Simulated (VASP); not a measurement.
Set up this calculation in VASP 6.6.1, as the native input.

```
Task                   : single point
Functional             : PBE
Potentials or basis    : VASP PAW PBE potentials, release 64 (Si, C)
Cutoff                 : 520 eV
k mesh                 : 6 × 6 × 2
Occupations            : gaussian, width 0.1 eV
Spin                   : collinear spin
Starting moments       : [0.0, 0.0, 0.0, 1.0, 1.0, 1.0, 1.0] μB
Dipole correction      : no
Further INCAR settings : ALGO = Normal; EDIFF = 1e-06; NBANDS = 27
```

The structure of Si3C4 lies in POSCAR:

```
Si3C4
1.0
    3.0029435301      0.0000000000      0.0000000000
   -1.5014717650      2.6006253832      0.0000000000
    0.0000000000      0.0000000000      8.8960158907
Si C
3 4
Direct
    0.0000000000      0.0000000000      0.5000000000
    0.6666666667      0.3333333333      0.1733582416
    0.3333333333      0.6666666667      0.8266417584
    0.0000000000      0.0000000000      0.0854439370
    0.3333333333      0.6666666667      0.6215753717
    0.0000000000      0.0000000000      0.9145560630
    0.6666666667      0.3333333333      0.3784246283
```

The cell was built from a structure type or drawn by symmetry, and may not be a known phase.

These files were run (other wordings do the same):

INCAR

```
PREC = Accurate ; ENCUT = 520
EDIFF = 1E-6 ; ISMEAR = 0
SIGMA = 0.1 ; LREAL = F
LASPH = T ; NELM = 150
ALGO = Normal ; ISIF = 2
LWAVE = F ; LCHARG = F
ISPIN = 2 ; MAGMOM = 0 0 0 1 1 1 1
LORBIT = 11 ; GGA = PE
NBANDS = 27
```

KPOINTS

```
Automatic mesh
0
Gamma
  6 6 2
```

Potentials or basis: VASP PAW PBE potentials, release 64 (Si, C).

Command:

```sh
$ cat potpaw_PBE.64/Si/POTCAR potpaw_PBE.64/C/POTCAR > POTCAR
$ mpirun -np 1 vasp_std > vasp.out
```

It gave:

```yaml
Pressure: -0.1 GPa
Largest_force: 0.038 eV/Å
Band_gap_on_the_k_mesh: zero (filled and empty bands overlap)
Net_moment: 0.00 μB per cell
Valence_electrons_inside_the_program's_atomic_spheres: Si 1.51, 1.72 (each value once); C 2.52, 2.40 (each value once)
```

Caveat: the k points lie up to 0.40 Å⁻¹ apart, too coarse for converged energies and pressures of a metal.

It took 56 s on 1 thread of Intel(R) Xeon(R) Platinum 8259CL CPU @ 2.50GHz (Skylake/Cascade Lake), on a shared host, peak memory 0.22 GiB.
